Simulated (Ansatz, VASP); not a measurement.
## Be3AgRh4 in VASP and in Ansatz

```
Be Ag Rh
1.0
     2.75280    0.00034    0.00028
    -1.37611    2.38352    0.00009
     0.00124    0.00213   15.15657
Be Ag Rh
3 1 4
Direct
  0.66627 0.33335 0.50000
  0.33413 0.66736 0.27108
  0.33292 0.66625 0.72891
  0.66610 0.33319 0.00000
  0.00127 0.00118 0.16087
  0.99937 0.99949 0.61367
  0.00088 0.00064 0.38634
  0.99905 0.99854 0.83913
```

Change from the starting cell: cell x1, atoms moved at random (sigma 0.05 Å) and cell strained at random (1.5 %), then relaxed without symmetry.

Alike in both runs: functional PBE; k mesh 12 × 12 × 2; occupations gaussian, width 0.2 eV; no spin polarisation.

Ansatz relaxed the structure, and its values are those at the end. VASP's run is a single point on that final structure, the one shown.

|  | VASP | Ansatz |
| --- | --- | --- |
| version | VASP 6.6.1 | Ansatz 0.2.0 |
| potentials or method | VASP PAW PBE potentials, release 64 (Be, Ag, Rh_pv), cutoff 520 eV | scalar-relativistic, plane waves, PAW |
| valence electrons in the cell | 77 | 93 |

Ansatz gave:

| Property | Result |
| --- | --- |
| gap on the k mesh at the Fermi level (eV) | none |
| pressure (GPa) | -0.1 |
| rms of the force components (eV/Å) | 0.003 |

Q: What did VASP give for the same quantities?

A: gap on the k mesh at the Fermi level (eV): none; pressure (GPa): 0.0; rms of the force components (eV/Å): 0.004.

A gap of «none» marks a metal or a gap that the smearing closes. VASP's potentials hold 77 valence electrons a cell and Ansatz's 93, so a difference there can come from the potentials and not from the codes.
